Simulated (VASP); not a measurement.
# Br (P6/mmm) in VASP: a series of runs

The runs below take Br through single point, with LDA.

All numbers are computed with VASP 6.6.1; they aren't measurements. Logs are shortened: lines on timing, memory, paths and dates and some standing lists are left out, and cuts for length are marked.

### 1 The cell of the first run

Symmetry: P6/mmm, No. 191, hexagonal system. The conventional cell has a = 2.728 Å, b = 2.728 Å, c = 2.354 Å, α = 90.00°, β = 90.00°, γ = 120.00°. Br (site symmetry 6/mmm) has 8 Br at 2.35 to 2.73 Å within 3.1 Å.

### 2 Single point, LDA

INCAR

```
SYSTEM = Br
  ALGO = Normal
  EDIFF = 1E-6
  ENCUT = 500
  GGA_COMPAT = .FALSE.
  ISIF = 2
  ISMEAR = -1
  LASPH = .TRUE.
  LCHARG = .FALSE.
  LREAL = .FALSE.
  LWAVE = .FALSE.
  NBANDS = 10
  NELM = 120
  PREC = Accurate
  SIGMA = 0.1
```

KPOINTS

```
k-points
0
G
  16 16 15
  0 0 0
```

POSCAR

```
Br
1.0
    2.7281450355      0.0000000000      0.0000000000
   -1.3640725177      2.3626429059      0.0000000000
    0.0000000000      0.0000000000      2.3541687926
Br
1
Direct
    0.0000000000      0.0000000000      0.0000000000
```

Potentials or basis: VASP PAW LDA potentials, release 64 (Br).

On the command line:

```console
cat potpaw_LDA.64/Br/POTCAR > POTCAR
mpirun -np 1 vasp_std > vasp.out
```

OUTCAR:

```text
SYSTEM = Br
   EDIFF = 1E-6
   ENCUT = 500
   ISIF = 2
   ISMEAR = -1
   LASPH = .TRUE.
   LREAL = .FALSE.
   NELM = 120
   PREC = Accurate

 ion  position               nearest neighbor table
   1  0.000  0.000  0.000-

  LATTYP: Found a hexagonal cell.
 ALAT       =     2.7281450355
 C/A-ratio  =     0.8629192224

  Lattice vectors:

 A1 = (   2.7281450355,   0.0000000000,   0.0000000000)
 A2 = (  -1.3640725177,   2.3626429059,   0.0000000000)
 A3 = (   0.0000000000,   0.0000000000,   2.3541687926)

Analysis of symmetry for initial positions (statically):
=====================================================================
 Subroutine PRICEL returns:
 Original cell was already a primitive cell.

 Routine SETGRP: Setting up the symmetry group for a
 hexagonal supercell.

 Subroutine GETGRP returns: Found 24 space group operations
 (whereof 24 operations were pure point group operations)
 out of a pool of 24 trial point group operations.

The static configuration has the point symmetry D_6h.

Analysis of symmetry for dynamics (positions and initial velocities):
=====================================================================
 Subroutine PRICEL returns:
 Original cell was already a primitive cell.

 Routine SETGRP: Setting up the symmetry group for a
 hexagonal supercell.

 Subroutine GETGRP returns: Found 24 space group operations
 (whereof 24 operations were pure point group operations)
 out of a pool of 24 trial point group operations.

The dynamic configuration has the point symmetry D_6h.

 Subroutine INISYM returns: Found 24 space group operations
 (whereof 24 operations are pure point group operations),
 and found     1 'primitive' translations

----------------------------------------------------------------------------------------

                                     Primitive cell

  volume of cell :      15.1741

  direct lattice vectors                    reciprocal lattice vectors
     2.728145035  0.000000000  0.000000000     0.366549427  0.211627410  0.000000000
    -1.364072518  2.362642906  0.000000000     0.000000000  0.423254821  0.000000000
     0.000000000  0.000000000  2.354168793     0.000000000  0.000000000  0.424778377

  length of vectors
     2.728145035  2.728145035  2.354168793     0.423254821  0.423254821  0.424778377

  position of ions in fractional coordinates (direct lattice)
     0.000000000  0.000000000  0.000000000

  ion indices of the primitive-cell ions
   primitive index   ion index
                 1           1

----------------------------------------------------------------------------------------

 KPOINTS: k-points

Automatic generation of k-mesh.
 Grid dimensions read from file:
 generate k-points for:   16   16   15

 Generating k-lattice:

  Cartesian coordinates                     Fractional coordinates (reciprocal lattice)
     0.022909339  0.013226713  0.000000000     0.062500000 -0.000000000  0.000000000
     0.000000000  0.026453426  0.000000000     0.000000000  0.062500000  0.000000000
     0.000000000  0.000000000  0.028318558     0.000000000  0.000000000  0.066666667

  Length of vectors
     0.026453426  0.026453426  0.028318558

  Shift w.r.t. Gamma in fractional coordinates (k-lattice)
     0.000000000  0.000000000  0.000000000

 Subroutine IBZKPT returns following result:
 ===========================================

 Found    240 irreducible k-points:

 Following reciprocal coordinates:
            Coordinates               Weight
  0.000000  0.000000  0.000000      1.000000
  0.062500  0.000000  0.000000      6.000000
  0.125000  0.000000  0.000000      6.000000
  0.187500  0.000000  0.000000      6.000000
  0.250000  0.000000  0.000000      6.000000
  0.312500  0.000000  0.000000      6.000000
[... 16 lines left out ...]
  0.187500  0.187500  0.000000      6.000000
  0.250000  0.187500  0.000000     12.000000
 [... further k-points ...]
   k-points           NKPTS =    240   k-points in BZ     NKDIM =    240   number of bands    NBANDS=     10
   number of dos      NEDOS =    301   number of ions     NIONS =      1
   total plane-waves  NPLWV =   7200
   dimension x,y,z NGX =    20 NGY =   20 NGZ =   18
   dimension x,y,z NGXF=    40 NGYF=   40 NGZF=   36
   ions per type =               1
   NGX,Y,Z   is equivalent  to a cutoff of  12.19, 12.19, 12.71 a.u.
   NGXF,Y,Z  is equivalent  to a cutoff of  24.37, 24.37, 25.42 a.u.
 SYSTEM =  Br
   PREC   = accura    normal or accurate (medium, high low for compatibility)
   ISTART =      0    job   : 0-new  1-cont  2-samecut
   ICHARG =      2    charge: 1-file 2-atom 10-const
   ISPIN  =      1    spin polarized calculation?
   LNONCOLLINEAR =      F non collinear calculations
   LSORBIT =      F    spin-orbit coupling
   LASPH  =      T    aspherical Exc in radial PAW
   ENCUT  =  500.0 eV  36.75 Ry    6.06 a.u.   4.97  4.97  4.29*2*pi/ulx,y,z
   NELM   =    120;   NELMIN=  2; NELMDL= -5     # of ELM steps
   EDIFF  = 0.1E-05   stopping-criterion for ELM
   LREAL  =      F    real-space projection
   EDIFFG = 0.1E-04   stopping-criterion for IOM
   NSW    =      0    number of steps for IOM
   IBRION =     -1    ionic relax: 0-MD 1-quasi-New 2-CG
   NFREE  =      0    steps in history (QN), initial steepest desc. (CG)
   ISIF   =      2    stress and relaxation
   ISYM   =      2    0-nonsym 1-usesym 2-fastsym
   POTIM  = 0.5000    time-step for ionic-motion
   TEBEG  =    0.0;   TEEND  =   0.0 temperature during run
   PSTRESS=    0.0 pullay stress
   NELECT =       7.0000    total number of electrons
   NUPDOWN=      -1.0000    fix difference up-down
   EMIN   =  10.00;   EMAX   =-10.00  energy-range for DOS
   EFERMI =   0.00;   METHOD = LEGACY
   ISMEAR =    -1;   SIGMA  =   0.10  broadening in eV -4-tet -1-fermi 0-gaus
   EFERMI_NEDOS =   21; number of points for ismear=-14 and -15
   IALGO  =     38    algorithm
   IMIX   =      4    mixing-type and parameters
     AMIX     =   0.40;   BMIX     =  1.00
     AMIX_MAG =   1.60;   BMIX_MAG =  1.00
  volume/ion in A,a.u.               =      15.17       102.40
  Fermi-wavevector in a.u.,A,eV,Ry     =   1.264949  2.390408 21.770639  1.600097
  Thomas-Fermi vector in A             =   2.398228
   LORBIT       =      0    0 simple, 1 ext, 2 COOP (PROOUT), +10 PAW based schemes
   GGA     = CA    functional components
   LHFCALC =     F    Hartree Fock is set to
   AEXX    =    0.0000 exact exchange contribution
   IVDW    =     0    specifies the selected vdW correction
   LEPSILON=     F    determine dielectric tensor
   LRPA    =     F    only Hartree local field effects (RPA)
 non-spin polarized calculation
  energy-cutoff  :      500.00
  volume of cell :       15.17
 maximum number of plane-waves:       403
 NGX is ok and might be reduce to    20
   NGX =  9   NGY =  9   NGZ =  9

 number of electron       6.9999997 magnetization

 Free energy of the ion-electron system (eV)
  ---------------------------------------------------
  ext. energy  EPLUGINS =         0.00000000
  ---------------------------------------------------
  free energy    TOTEN  =        -0.35828091 eV

  energy without entropy =       -0.34528307  energy(sigma->0) =       -0.35178199

 E-fermi :  10.2718     XC(G=0): -12.1390

 val. band max:       10.2678948081   @ k =   0.0000   0.0000   0.0000
 cond. band min:      10.3184803344   @ k =   0.3750   0.0000   0.4000
 fundamental gap:      0.0505855263
 Fermi energy:        10.2717700708

 k-point     1 :       0.0000    0.0000    0.0000
  band No.  band energies     occupation
      1     -11.5255      2.00000
      2      10.2679      1.01937
      3      10.2679      1.01937
      4      12.6848      0.00000
      5      17.2746      0.00000
      6      21.1846      0.00000
      7      21.2172      0.00000
      8      21.2172      0.00000
      9      25.5823      0.00000
     10      37.6748      0.00000

 k-point     2 :       0.0625    0.0000    0.0000
  band No.  band energies     occupation
      1     -11.4407      2.00000
      2       9.5660      1.99828
      3      10.1060      1.67975
      4      12.7499      0.00000
      5      17.7450      0.00000
      6      20.5579      0.00000
      7      21.4288      0.00000
      8      21.5712      0.00000
      9      26.6946      0.00000
     10      36.5753      0.00000

 k-point     3 :       0.1250    0.0000    0.0000
  band No.  band energies     occupation
      1     -11.1891      2.00000
      2       7.9588      2.00000
      3       9.6838      1.99442
      4      12.9404      0.00000
      5      18.1586      0.00000
      6      19.9232      0.00000
      7      22.2586      0.00000
      8      22.5696      0.00000
      9      29.0799      0.00000
     10      34.7244      0.00000

 k-point     4 :       0.1875    0.0000    0.0000
  band No.  band energies     occupation
      1     -10.7798      2.00000
      2       6.0513      2.00000
      3       9.1328      1.99998
      4      13.2420      0.00000
      5      17.3840      0.00000
      6      20.4382      0.00000
      7      23.7478      0.00000
      8      24.0784      0.00000
      9      32.0232      0.00000
     10      32.8564      0.00000
[... 222 lines left out ...]
 k-point    22 :       0.4375    0.1250    0.0000
  band No.  band energies     occupation
      1      -7.9808      2.00000
      2      -0.3430      2.00000
      3       5.5062      2.00000
      4      14.9441      0.00000
      5      17.1721      0.00000
      6      24.0316      0.00000
      7      27.6703      0.00000
      8      28.0204      0.00000
      9      31.7269      0.00000
     10      33.1155      0.00000

 k-point    23 :       0.1875    0.1875    0.0000
  band No.  band energies     occupation
      1      -9.4372      2.00000
      2       2.7867      2.00000
      3       6.0026      2.00000
      4      14.1505      0.00000
      5      19.6602      0.00000
      6      21.0639      0.00000
      7      23.5262      0.00000
      8      29.9314      0.00000
      9      30.7346      0.00000
     10      33.6593      0.00000

 k-point    24 :       0.2500    0.1875    0.0000
  band No.  band energies     occupation
      1      -8.8150      2.00000
      2       1.6628      2.00000
      3       5.0267      2.00000
      4      14.5221      0.00000
      5      19.7516      0.00000
      6      22.2351      0.00000
      7      24.5788      0.00000
      8      29.0819      0.00000
      9      31.1263      0.00000
     10      32.7165      0.00000

 [... further k-points ...]

------------------------ aborting loop because EDIFF is reached ----------------------------------------

  FORCE on cell =-STRESS in cart. coord.  units (eV):
  Direction    XX          YY          ZZ          XY          YZ          ZX
  --------------------------------------------------------------------------------------
  -------------------------------------------------------------------------------------
  Total        7.5317705      7.5317705      7.5602230      0.0000000      0.0000000     -0.0000000
  in kB      795.2515394    795.2515394    798.2557350      0.0000000      0.0000000     -0.0000000
  external PRESSURE =     796.2529379 kB  Pullay stress =       0.0000000 kB

 VOLUME and BASIS-vectors are now :
 -----------------------------------------------------------------------------
  energy-cutoff  :      500.00
  volume of cell :       15.17
      direct lattice vectors                 reciprocal lattice vectors
     2.728145035  0.000000000  0.000000000     0.366549427  0.211627410  0.000000000
    -1.364072518  2.362642906  0.000000000     0.000000000  0.423254821  0.000000000
     0.000000000  0.000000000  2.354168793     0.000000000  0.000000000  0.424778377

 POSITION                                       TOTAL-FORCE (eV/Angst)
 -----------------------------------------------------------------------------------
      0.00000      0.00000      0.00000         0.000000      0.000000      0.000000
 -----------------------------------------------------------------------------------
    total drift:                               -0.000000     -0.000000      0.000000

  FREE ENERGIE OF THE ION-ELECTRON SYSTEM (eV)
  ---------------------------------------------------
  free  energy   TOTEN  =        -0.3582809100 eV

  energy  without entropy=       -0.3452830734  energy(sigma->0) =       -0.35178199
```

Run time: 19 s. Hardware: 1 thread of Intel Xeon Platinum 8259CL at 2.50GHz (Skylake/Cascade Lake), shared host; peak memory 0.14 GiB.

What came out:

- Free energy: -0.3583 eV
- Pressure: 79.6 GPa

Caveat: an odd number of electrons without spin polarisation forces a metal; a magnetic or distorted state may lie lower.

### 3 Single point, LDA

INCAR

```
PREC     = Accurate       # precision mode
ENCUT    = 500            # plane-wave cutoff, eV
EDIFF    = 1E-6           # SCF threshold, eV
ISMEAR   = -1             # smearing method
SIGMA    = 0.1            # smearing width, eV
LREAL    = False          # projectors in reciprocal space
LASPH    = True           # aspherical terms in the spheres
NELM     = 120            # most SCF steps
ALGO     = Normal         # electronic algorithm
ISIF     = 2              # what is computed and relaxed
LWAVE    = False          # write WAVECAR
LCHARG   = False          # write CHGCAR
GGA      = CA             # functional
NBANDS   = 10             # bands
GGA_COMPAT= False
```

KPOINTS

```
Automatic mesh
0
Gamma
  16 16 15
```

POSCAR

```
Br
1.0
    2.7278588577      0.0000000000      0.0000000000
   -1.3639294288      2.3623950687      0.0000000000
    0.0000000000      0.0000000000      2.3538224050
Br
1
Direct
    0.0000000000      0.0000000000      0.0000000000
```

Potentials or basis: VASP PAW LDA potentials, release 64 (Br).

On the command line:

```console
cat potpaw_LDA.64/Br/POTCAR > POTCAR
mpirun -np 1 vasp_std > vasp.out
```

OUTCAR:

```text
PREC = Accurate
   ENCUT = 500
   EDIFF = 1E-6
   ISMEAR = -1
   LREAL = False
   LASPH = True
   NELM = 120
   ISIF = 2
   GGA = CA

 ion  position               nearest neighbor table
   1  0.000  0.000  0.000-

  LATTYP: Found a hexagonal cell.
 ALAT       =     2.7278588577
 C/A-ratio  =     0.8628827692

  Lattice vectors:

 A1 = (   2.7278588577,   0.0000000000,   0.0000000000)
 A2 = (  -1.3639294288,   2.3623950687,   0.0000000000)
 A3 = (   0.0000000000,   0.0000000000,   2.3538224050)

Analysis of symmetry for initial positions (statically):
=====================================================================
 Subroutine PRICEL returns:
 Original cell was already a primitive cell.

 Routine SETGRP: Setting up the symmetry group for a
 hexagonal supercell.

 Subroutine GETGRP returns: Found 24 space group operations
 (whereof 24 operations were pure point group operations)
 out of a pool of 24 trial point group operations.

The static configuration has the point symmetry D_6h.

[... 162 lines left out ...]
 fundamental gap:      0.0510609459
 Fermi energy:        10.2786464011

 k-point     1 :       0.0000    0.0000    0.0000
  band No.  band energies     occupation
      1     -11.5240      2.00000
      2      10.2743      1.02186
      3      10.2743      1.02186
      4      12.6938      0.00000
      5      17.2800      0.00000
      6      21.1949      0.00000
      7      21.2228      0.00000
      8      21.2228      0.00000
      9      25.5880      0.00000
     10      37.6867      0.00000
[... 287 lines left out ...]
 k-point    24 :       0.2500    0.1875    0.0000
  band No.  band energies     occupation
      1      -8.8122      2.00000
      2       1.6659      2.00000
      3       5.0305      2.00000
      4      14.5321      0.00000
      5      19.7579      0.00000
      6      22.2424      0.00000
      7      24.5881      0.00000
      8      29.0917      0.00000
      9      31.1362      0.00000
     10      32.7268      0.00000

 [... further k-points ...]

------------------------ aborting loop because EDIFF is reached ----------------------------------------

  FORCE on cell =-STRESS in cart. coord.  units (eV):
  Direction    XX          YY          ZZ          XY          YZ          ZX
  --------------------------------------------------------------------------------------
  -------------------------------------------------------------------------------------
  Total        7.5392501      7.5392501      7.5726425      0.0000000      0.0000000      0.0000000
  in kB      796.3254893    796.3254893    799.8525268      0.0000000      0.0000000      0.0000000
  external PRESSURE =     797.5011684 kB  Pullay stress =       0.0000000 kB

 VOLUME and BASIS-vectors are now :
 -----------------------------------------------------------------------------
  energy-cutoff  :      500.00
  volume of cell :       15.17
      direct lattice vectors                 reciprocal lattice vectors
     2.727858858  0.000000000  0.000000000     0.366587882  0.211649612  0.000000000
    -1.363929429  2.362395069  0.000000000     0.000000000  0.423299224  0.000000000
     0.000000000  0.000000000  2.353822405     0.000000000  0.000000000  0.424840888

 POSITION                                       TOTAL-FORCE (eV/Angst)
 -----------------------------------------------------------------------------------
      0.00000      0.00000      0.00000         0.000000      0.000000      0.000000
 -----------------------------------------------------------------------------------
    total drift:                               -0.000000     -0.000000      0.000000

  FREE ENERGIE OF THE ION-ELECTRON SYSTEM (eV)
  ---------------------------------------------------
  free  energy   TOTEN  =        -0.3555857760 eV

  energy  without entropy=       -0.3425952433  energy(sigma->0) =       -0.34909051
```

Run time: 29 s. Hardware: 1 thread of Intel Xeon Platinum 8259CL at 2.50GHz (Skylake/Cascade Lake), shared host; peak memory 0.13 GiB.

What came out:

```yaml
Free_energy: -0.3556 eV
Pressure: 79.8 GPa
```

Caveat: an odd number of electrons without spin polarisation forces a metal; a magnetic or distorted state may lie lower.
